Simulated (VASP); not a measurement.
A run of VASP 6.6.1 is set up as follows.

The input INCAR:

```
SYSTEM = TaN
  PREC = Accurate
  ENCUT = 700
  EDIFF = 1E-6
  ISMEAR = -1
  SIGMA = 0.1
  LREAL = .FALSE.
  LASPH = .TRUE.
  NELM = 120
  ALGO = Normal
  ISIF = 2
  LWAVE = .FALSE.
  LCHARG = .FALSE.
  GGA = CA
  NBANDS = 36
  GGA_COMPAT = .FALSE.
```

The input KPOINTS:

```
Automatic mesh
0
G
  5 5 7
  0 0 0
```

The input POSCAR:

```
TaN
1.0
    5.1785803477      0.0000000000      0.0000000000
   -2.5892901739      4.4847821367      0.0000000000
    0.0000000000      0.0000000000      2.8801946191
Ta N
3 3
Direct
    0.0000000000      0.0000000000      0.0000000000
    0.3333333333      0.6666666667      0.5000000000
    0.6666666667      0.3333333333      0.5000000000
    0.5000000000      0.0000000000      0.0000000000
    0.5000000000      0.5000000000      0.0000000000
    0.0000000000      0.5000000000      0.0000000000
```

Potentials or basis: VASP PAW LDA potentials, release 64 (Ta_sv_GW, N).

Run with:

```sh
$ cat potpaw_LDA.64/Ta_sv_GW/POTCAR potpaw_LDA.64/N/POTCAR > POTCAR
$ mpirun -np 1 vasp_std > vasp.out
```

Task: Estimate the pressure.

Result: 1.0 GPa.

Task: Estimate the band gap on the k mesh.

Result: Zero (bands 27 and 28 overlap by 2.10 eV).

Stress tensor (GPa, compression positive):
```
0.82 0.00 0.00
0.00 0.82 0.00
0.00 0.00 1.48
```

Caveat: spin-orbit coupling is left out, which moves the levels of the heavy elements.
